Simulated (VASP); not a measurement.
Set up this calculation in VASP 6.6.1, as the native input.

- Task: single point
- Functional: r2SCAN
- Potentials or basis: VASP PAW PBE potentials, release 64 (Ti_sv, C)
- Cutoff: 520 eV
- k mesh: 18 × 18 × 18
- Occupations: gaussian, width 0.15 eV
- Spin: no spin polarisation
- Dipole correction: no
- Further INCAR settings: ALGO = Normal; EDIFF = 1e-06; NBANDS = 15

Crystal: TiC.

```
CELL_PARAMETERS angstrom
0.00000 2.13154 2.09908
2.13154 0.00000 2.09908
2.13154 2.13154 0.00000
ATOMIC_POSITIONS crystal
Ti 0.00000 0.00000 0.00000
C 0.50000 0.50000 0.50000
```

This cell differs from its parent crystal: strain -0.015 along x and y, -0.030 along z.

One way to write it, as run:

POSCAR

```
TiC
1.0
    0.0000000000      2.1315400000      2.0990800000
    2.1315400000      0.0000000000      2.0990800000
    2.1315400000      2.1315400000      0.0000000000
Ti C
1 1
Direct
    0.0000000000      0.0000000000      0.0000000000
    0.5000000000      0.5000000000      0.5000000000
```

INCAR.step1

```
SYSTEM = TiC
PREC = Accurate
ENCUT = 520
ISMEAR = 0
SIGMA = 0.15
LREAL = .False.
LASPH = .True.
NELM = 80
NBANDS = 15
GGA = PE
ALGO = Normal
EDIFF = 1E-4
LWAVE = .True.
LCHARG = .False.
```

INCAR.step2

```
SYSTEM = TiC
PREC = Accurate
ENCUT = 520
EDIFF = 1E-6
ISMEAR = 0
SIGMA = 0.15
LREAL = .False.
LASPH = .True.
NELM = 80
ALGO = Normal
ISIF = 2
LWAVE = .False.
LCHARG = .True.
METAGGA = R2SCAN
LMIXTAU = .True.
LELF = .True.
LVHAR = .True.
NBANDS = 15
ISTART = 1
```

KPOINTS

```
Automatic mesh
0
Gamma
  18 18 18
  0 0 0
```

Potentials or basis: VASP PAW PBE potentials, release 64 (Ti_sv, C).

Launch:

```console
$ cat potpaw_PBE.64/Ti_sv/POTCAR potpaw_PBE.64/C/POTCAR > POTCAR
$ cp INCAR.step1 INCAR
$ mpirun -np 1 vasp_std > vasp.out
$ cp INCAR.step2 INCAR
$ mpirun -np 1 vasp_std > vasp.out
```

It gave:

The pressure is 19.1 GPa. The band gap on the k mesh is zero (band 8 reaches 11.23 eV, above the bottom of band 9 at 9.66 eV).

Caveat: the cell differs from its parent crystal (strain -0.015 along x and y, -0.030 along z); the PAW data sets were made with another functional, which shifts forces and pressure a little.

It took 6 min on 1 thread of Intel(R) Xeon(R) Platinum 8488C (Sapphire Rapids), on a shared host, peak memory 0.25 GiB.
